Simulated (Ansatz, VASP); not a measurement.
## SnTe: VASP beside Ansatz

File POSCAR:

```
SnTe
1.0
    0.0000000000      3.1095970760      3.1095970760
    3.1095970760      0.0000000000      3.1095970760
    3.1095970760      3.1095970760      0.0000000000
Sn Te
1 1
Direct
    0.0000000000      0.0000000000      0.0000000000
    0.5000000000      0.5000000000      0.5000000000
```

INCAR.step1

```
ALGO = Normal
EDIFF = 1E-4
ENCUT = 520
GGA = PE
ISMEAR = -1
LASPH = T
LCHARG = F
LREAL = F
LWAVE = T
NBANDS = 17
NELM = 100
PREC = Accurate
SIGMA = 0.02
```

File INCAR.step2:

```
ALGO = Normal
EDIFF = 1E-7
ENCUT = 520
ISIF = 2
ISMEAR = -1
ISTART = 1
LASPH = T
LCHARG = T
LELF = T
LMIXTAU = T
LREAL = F
LVHAR = T
LWAVE = F
METAGGA = R2SCAN
NBANDS = 17
NELM = 100
PREC = Accurate
SIGMA = 0.02
```

KPOINTS

```
k-points
0
Gamma
  8 8 8
```

Input for Ansatz:

```yaml
crystal:
  lattice:
    - [0.0, 3.109597076, 3.109597076]
    - [3.109597076, 0.0, 3.109597076]
    - [3.109597076, 3.109597076, 0.0]
  atoms:
    - { symbol: Sn, position: [0.0, 0.0, 0.0] }
    - { symbol: Te, position: [0.5, 0.5, 0.5] }
kpoints:
  mp_grid: { grid: [8, 8, 8] }
  band_path:
    path:
      - [0.0, 0.0, 0.0]
      - [0.5, 0.0, 0.5]
      - [0.625, 0.25, 0.625]
      - [0.375, 0.375, 0.75]
      - [0.5, 0.5, 0.5]
      - [0.5, 0.25, 0.75]
      - [-0.018229, -0.016357, 0.492188]
      - [-0.019857, -0.011475, 0.49056]
    npoints: 1
hamiltonian:
  xc: r2scan
scf:
  occupations: { method: fermi_dirac, width: 0.02 }
  n_extra_bands: 4
output:
  forces: true
  stress: true
  eigenvalues: true
```

Change from the starting cell: hydrostatic strain -2.5%.

Alike in both runs: task single point; functional r2SCAN; k mesh 8 × 8 × 8; occupations fermi-dirac, width 0.02 eV; no spin polarisation.

|  | VASP | Ansatz |
| --- | --- | --- |
| version | VASP 6.6.1 | Ansatz 0.2.0 |
| potentials or method | VASP PAW PBE potentials, release 64 (Sn_d, Te) | plane waves, PAW |
| plane-wave cutoff (eV) | 520 | 500 |
| valence electrons in the cell | 20 | 30 |

```csv
,VASP,Ansatz,Ansatz less VASP
pressure (GPa),3.7,3.7,-0.01
```

VASP's potentials were made for PBE, not for r2SCAN. The functional is the same, so the differences come from potentials, cutoffs and numerics. VASP's potentials hold 20 valence electrons a cell and Ansatz's 30, so a difference there can come from the potentials and not from the codes.

Neither program's run includes spin-orbit coupling.
